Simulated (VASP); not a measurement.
# Be3CdTe4 (I-42m) in VASP: notebook

The runs below take Be3CdTe4 through single point, with PBE.

All numbers are computed with VASP 6.6.1; they aren't measurements. Logs are shortened: lines on timing, memory, paths and dates and some standing lists are left out, and cuts for length are marked.

### 1 The cell of the first run

It takes space group I-42m (No. 121, tetragonal). Conventional cell: a = 5.912 Å, b = 5.912 Å, c = 11.697 Å, α = 90.00°, β = 90.00°, γ = 90.00°. Within 3.2 Å of Be (site symmetry -42m) lie 4 Te at 2.46 Å. Be (site symmetry -4) has 4 Te at 2.49 Å within 3.3 Å. Cd (site symmetry -42m) has 4 Te at 2.79 Å within 3.7 Å. Te (site symmetry m) has 3 Be at 2.46 to 2.49 Å and 1 Cd at 2.79 Å within 3.2 Å.

### 2 Single point, PBE

File INCAR:

```
SYSTEM = Be3CdTe4
PREC = Accurate ; ENCUT = 520
EDIFF = 1E-6 ; ISMEAR = 0
SIGMA = 0.2 ; LREAL = .False.
LASPH = .True. ; NELM = 60
ALGO = Normal ; ISIF = 2
LWAVE = .False. ; LCHARG = .False.
GGA = PE ; NBANDS = 31
```

File KPOINTS:

```
regular mesh
0
Gamma
  4 4 4
  0 0 0
```

File POSCAR:

```
Be3CdTe4
1.0
   -2.9559969898      2.9559969898      5.8485541400
    2.9559969898     -2.9559969898      5.8485541400
    2.9559969898      2.9559969898     -5.8485541400
Be Cd Te
3 1 4
Direct
    0.5000000000      0.5000000000      0.0000000000
    0.7500000000      0.2500000000      0.5000000000
    0.2500000000      0.7500000000      0.5000000000
    0.0000000000      0.0000000000      0.0000000000
    0.4100032533      0.4100032533      0.5497741553
    0.5899967467      0.1397709020      0.0000000000
    0.8602290980      0.8602290980      0.4502258447
    0.1397709020      0.5899967467      0.0000000000
```

Potentials or basis: VASP PAW PBE potentials, release 64 (Be, Cd, Te).

Command:

```bash
> cat potpaw_PBE.64/Be/POTCAR potpaw_PBE.64/Cd/POTCAR potpaw_PBE.64/Te/POTCAR > POTCAR
> mpirun -np 1 vasp_std > vasp.out
```

OUTCAR:

```text
SYSTEM = Be3CdTe4
   PREC = Accurate
   ENCUT = 520
   EDIFF = 1E-6
   ISMEAR = 0
   LREAL = .False.
   LASPH = .True.
   NELM = 60
   ISIF = 2
   GGA = PE

 ion  position               nearest neighbor table
   1  0.500  0.500  0.000-   5 2.46   6 2.46   7 2.46   8 2.46
   2  0.750  0.250  0.500-   5 2.49   7 2.49   8 2.49   6 2.49
   3  0.250  0.750  0.500-   5 2.49   6 2.49   7 2.49   8 2.49
   4  0.000  0.000  0.000-   7 2.79   6 2.79   8 2.79   5 2.79
   5  0.410  0.410  0.550-   1 2.46   2 2.49   3 2.49   4 2.79
   6  0.590  0.140  0.000-   1 2.46   2 2.49   3 2.49   4 2.79
   7  0.860  0.860  0.450-   1 2.46   2 2.49   3 2.49   4 2.79
   8  0.140  0.590  0.000-   1 2.46   3 2.49   2 2.49   4 2.79

  LATTYP: Found a body centered tetragonal cell.
 ALAT       =     5.9119939796
 C/A-ratio  =     1.9785385980

  Lattice vectors:

 A1 = (  -2.9559969898,   2.9559969898,   5.8485541400)
 A2 = (   2.9559969898,  -2.9559969898,   5.8485541400)
 A3 = (   2.9559969898,   2.9559969898,  -5.8485541400)

Analysis of symmetry for initial positions (statically):
=====================================================================
 Subroutine PRICEL returns:
 Original cell was already a primitive cell.

 Routine SETGRP: Setting up the symmetry group for a
 body centered tetragonal supercell.

 Subroutine GETGRP returns: Found  8 space group operations
 (whereof  8 operations were pure point group operations)
 out of a pool of 16 trial point group operations.

The static configuration has the point symmetry D_2d.

Analysis of symmetry for dynamics (positions and initial velocities):
=====================================================================
 Subroutine PRICEL returns:
 Original cell was already a primitive cell.

 Routine SETGRP: Setting up the symmetry group for a
 body centered tetragonal supercell.

 Subroutine GETGRP returns: Found  8 space group operations
 (whereof  8 operations were pure point group operations)
 out of a pool of 16 trial point group operations.

The dynamic configuration has the point symmetry D_2d.

 Subroutine INISYM returns: Found  8 space group operations
 (whereof  8 operations are pure point group operations),
 and found     1 'primitive' translations

----------------------------------------------------------------------------------------

[... 96 lines left out ...]
   IBRION =     -1    ionic relax: 0-MD 1-quasi-New 2-CG
   NFREE  =      0    steps in history (QN), initial steepest desc. (CG)
   ISIF   =      2    stress and relaxation
   ISYM   =      2    0-nonsym 1-usesym 2-fastsym
   POTIM  = 0.5000    time-step for ionic-motion
   TEBEG  =    0.0;   TEEND  =   0.0 temperature during run
   PSTRESS=    0.0 pullay stress
   NELECT =      42.0000    total number of electrons
   NUPDOWN=      -1.0000    fix difference up-down
   EMIN   =  10.00;   EMAX   =-10.00  energy-range for DOS
   EFERMI =   0.00;   METHOD = LEGACY
   ISMEAR =     0;   SIGMA  =   0.20  broadening in eV -4-tet -1-fermi 0-gaus
   EFERMI_NEDOS =   21; number of points for ismear=-14 and -15
   IALGO  =     38    algorithm
   IMIX   =      4    mixing-type and parameters
     AMIX     =   0.40;   BMIX     =  1.00
     AMIX_MAG =   1.60;   BMIX_MAG =  1.00
  volume/ion in A,a.u.               =      25.55       172.43
  Fermi-wavevector in a.u.,A,eV,Ry     =   0.966019  1.825512 12.696863  0.933193
  Thomas-Fermi vector in A             =   2.095785
   LORBIT       =      0    0 simple, 1 ext, 2 COOP (PROOUT), +10 PAW based schemes
   GGA     = PE    functional components
   LHFCALC =     F    Hartree Fock is set to
   AEXX    =    0.0000 exact exchange contribution
   IVDW    =     0    specifies the selected vdW correction
   LEPSILON=     F    determine dielectric tensor
   LRPA    =     F    only Hartree local field effects (RPA)
 non-spin polarized calculation
 Gauss-broadening in eV      SIGMA  =   0.20
  energy-cutoff  :      520.00
  volume of cell :      204.42
 maximum number of plane-waves:      5536
 NGX is ok and might be reduce to    54
   NGX = 27   NGY = 27   NGZ = 27

 number of electron      41.9999995 magnetization

 Free energy of the ion-electron system (eV)
  ---------------------------------------------------
  ext. energy  EPLUGINS =         0.00000000
  ---------------------------------------------------
  free energy    TOTEN  =       -27.34155327 eV

  energy without entropy =      -27.34155327  energy(sigma->0) =      -27.34155327

 E-fermi :   5.0090     XC(G=0):  -8.8899

 val. band max:        4.0998892234   @ k =   0.0000   0.0000   0.0000
 cond. band min:       6.1463676392   @ k =   0.5000   0.5000   0.5000
 fundamental gap:      2.0464784158
 Fermi energy:         5.0090207926

 k-point     1 :       0.0000    0.0000    0.0000
  band No.  band energies     occupation
      1      -7.7980      2.00000
      2      -6.4126      2.00000
      3      -6.3790      2.00000
      4      -6.3790      2.00000
      5      -4.0342      2.00000
      6      -4.0284      2.00000
[... 431 lines left out ...]
     30      10.1926      0.00000
     31      10.1926      0.00000

------------------------ aborting loop because EDIFF is reached ----------------------------------------

  FORCE on cell =-STRESS in cart. coord.  units (eV):
  Direction    XX          YY          ZZ          XY          YZ          ZX
  --------------------------------------------------------------------------------------
  -------------------------------------------------------------------------------------
  Total        0.3785913      0.3785913      0.3538280      0.0000000     -0.0000000     -0.0000000
  in kB        2.9673226      2.9673226      2.7732329      0.0000000     -0.0000000     -0.0000000
  external PRESSURE =       2.9026260 kB  Pullay stress =       0.0000000 kB

 VOLUME and BASIS-vectors are now :
 -----------------------------------------------------------------------------
  energy-cutoff  :      520.00
  volume of cell :      204.42
      direct lattice vectors                 reciprocal lattice vectors
    -2.955996990  2.955996990  5.848554140     0.000000000  0.169147669  0.085491215
     2.955996990 -2.955996990  5.848554140     0.169147669  0.000000000  0.085491215
     2.955996990  2.955996990 -5.848554140     0.169147669  0.169147669  0.000000000

 POSITION                                       TOTAL-FORCE (eV/Angst)
 -----------------------------------------------------------------------------------
      0.00000      0.00000      5.84855         0.000000     -0.000000      0.000000
     -0.00000      2.95600      2.92428         0.000000     -0.000000      0.000000
      2.95600     -0.00000      2.92428         0.000000     -0.000000      0.000000
      0.00000      0.00000      0.00000         0.000000     -0.000000      0.000000
      1.62513      1.62513      1.58047         0.012504      0.012504     -0.000952
     -1.33087      1.33087      4.26809         0.012504     -0.012504      0.000952
      1.33087      1.33087      7.42902        -0.012504     -0.012504     -0.000952
      1.33087     -1.33087      4.26809        -0.012504      0.012504      0.000952
 -----------------------------------------------------------------------------------
    total drift:                               -0.000004     -0.000004     -0.000005

  FREE ENERGIE OF THE ION-ELECTRON SYSTEM (eV)
  ---------------------------------------------------
  free  energy   TOTEN  =       -27.3415532664 eV

  energy  without entropy=      -27.3415532664  energy(sigma->0) =      -27.34155327
```

It took 69 s on 1 thread of Intel Xeon 6975P-C (Granite Rapids), shared host; peak memory 0.42 GiB.

Results:

```yaml
Free_energy: -27.3416 eV
Pressure: 0.3 GPa
Largest_force: 0.018 eV/Å
Band_gap_on_the_k_mesh: 2.05 eV, indirect (least direct gap 2.12 eV)
```

Forces in eV/Å, atoms in the order of the input:
```
Be   0.000  0.000  0.000
Be   0.000  0.000  0.000
Be   0.000  0.000  0.000
Cd   0.000  0.000  0.000
Te   0.013  0.013 -0.001
Te   0.013 -0.013  0.001
Te  -0.013 -0.013 -0.001
Te  -0.013  0.013  0.001
```

Levels at points of the mesh, in eV from the valence-band top:
```tsv
k point	band 19	band 20	band 21	band 22	band 23	band 24
(0.00, 0.00, 0.00)	-0.22	0.00	0.00	2.12	2.26	2.58
(0.50, 0.00, 0.00)	-1.35	-1.01	-1.00	3.40	3.67	3.75
(0.50, 0.50, 0.00)	-1.06	-0.63	-0.62	2.29	2.55	3.20
(0.50, 0.50, 0.50)	-1.94	-0.97	-0.97	2.05	2.24	2.24
```

Caveat: spin-orbit coupling is left out, which moves the levels of the heavy elements. A k mesh can miss the band edges.

### 3 Single point, PBE

This run uses another cell than the first one, of 25.63 Å³/atom, 1.003 times its volume.

File INCAR:

```
SYSTEM = Be3CdTe4
PREC = Accurate
ENCUT = 520
EDIFF = 1E-6
ISMEAR = 0
SIGMA = 0.1
LREAL = .FALSE.
LASPH = .TRUE.
NELM = 60
ALGO = Normal
ISIF = 2
LWAVE = .FALSE.
LCHARG = .FALSE.
GGA = PE
NBANDS = 31
```

File KPOINTS:

```
Automatic mesh
0
G
  4 4 4
  0 0 0
```

File POSCAR:

```
Be3CdTe4
1.0
    5.9189208053      0.0000000000      0.0000000000
    0.0000000000      5.9189208053      0.0000000000
   -2.9594604026     -2.9594604026      5.8536928892
Be Cd Te
3 1 4
Direct
    0.5000000000      0.5000000000      0.0000000000
    0.2500000000      0.7500000000      0.5000000000
    0.7500000000      0.2500000000      0.5000000000
    0.0000000000      0.0000000000      0.0000000000
    0.4100304324      0.4100304324      0.2700940860
    0.1399363464      0.5899695676      0.7299059140
    0.8600636536      0.8600636536      0.2700940860
    0.5899695676      0.1399363464      0.7299059140
```

Potentials or basis: VASP PAW PBE potentials, release 64 (Be, Cd, Te).

Command:

```bash
> cat potpaw_PBE.64/Be/POTCAR potpaw_PBE.64/Cd/POTCAR potpaw_PBE.64/Te/POTCAR > POTCAR
> mpirun -np 1 vasp_std > vasp.out
```

Wall time 52 s (1 thread of Intel Xeon 6975P-C (Granite Rapids), shared host); peak memory 0.38 GiB.

Results (log left out):

| Quantity | Value |
| --- | --- |
| Free energy | -27.3424 eV |
| Pressure | 0.1 GPa |
| Largest force | 0.009 eV/Å |
| Band gap on the k mesh | 2.05 eV, indirect (least direct gap 2.12 eV) |

Forces on the atoms (eV/Å):
```
Be   0.000  0.000  0.000
Be   0.000  0.000  0.000
Be   0.000  0.000  0.000
Cd   0.000  0.000  0.000
Te   0.005  0.005  0.005
Te   0.005 -0.005 -0.005
Te  -0.005 -0.005  0.005
Te  -0.005  0.005 -0.005
```

Levels at points of the mesh, in eV from the valence-band top:
```csv
k point,band 19,band 20,band 21,band 22,band 23,band 24
"(0.00, 0.00, 0.00)",-0.22,0.00,0.00,2.12,2.26,2.57
"(0.50, 0.00, 0.00)",-1.34,-1.01,-1.00,3.40,3.67,3.74
"(0.50, 0.50, 0.00)",-1.05,-0.63,-0.62,2.28,2.54,3.20
"(0.00, 0.00, 0.50)",-1.94,-0.96,-0.96,2.05,2.25,2.25
```

Caveat: spin-orbit coupling is left out, which moves the levels of the heavy elements.
